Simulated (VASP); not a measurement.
Wanted: the native input for a VASP 6.6.1 run.

```yaml
Task: relaxation of cell and atoms
Functional: LDA
Potentials_or_basis: VASP PAW LDA potentials, release 64 (Li_sv)
Cutoff: 750 eV
k_mesh: 9 × 9 × 9
Occupations: methfessel-paxton, width 0.1 eV
Spin: no spin polarisation
Dipole_correction: no
Further_INCAR_settings: ALGO = Normal; EDIFF = 1e-07; IBRION = 2; EDIFFG = -0.02; NSW = 80; ISIF = 3
```

The structure of Li lies in POSCAR:

```
Li
1.0
    0.0000000000      2.2100000000      2.2100000000
    2.2100000000      0.0000000000      2.2100000000
    2.2100000000      2.2100000000      0.0000000000
Li
1
Direct
    0.0000000000      0.0000000000      0.0000000000
```

This isn't the form of Li at room conditions, which is bcc.

The input as run:

INCAR

```
PREC = Accurate
ENCUT = 750
EDIFF = 1E-7
ISMEAR = 1
SIGMA = 0.1
LREAL = False
LASPH = True
NELM = 120
ALGO = Normal
ISIF = 3
LWAVE = False
LCHARG = False
IBRION = 2
NSW = 80
EDIFFG = -0.02
GGA_COMPAT = False
NELMIN = 4
```

KPOINTS

```
regular mesh
0
Gamma
  9 9 9
```

Potentials or basis: VASP PAW LDA potentials, release 64 (Li_sv).

Run with:

```bash
$ cat potpaw_LDA.64/Li_sv/POTCAR > POTCAR
$ mpirun -np 1 vasp_std > vasp.out
```

It gave:

```json
{
 "Relaxed volume": "18.72 Å³/atom",
 "Relaxed cell": "a = 2.981 Å, b = 2.981 Å, c = 2.981 Å, α = 60.00°, β = 60.00°, γ = 60.00°",
 "Space group after relaxing (to 0.1 Å)": "Fm-3m (No. 225)",
 "Energy gained by relaxing": "16.4 meV/atom",
 "Ionic steps": "4",
 "Pressure after relaxing": "0.0 GPa",
 "Band gap on the k mesh": "zero (an odd number of electrons rules out a gap without spin polarisation)"
}
```

Run time: 10 s on 1 thread of Intel(R) Xeon(R) Platinum 8488C (Sapphire Rapids), on a shared host, peak memory 0.13 GiB.
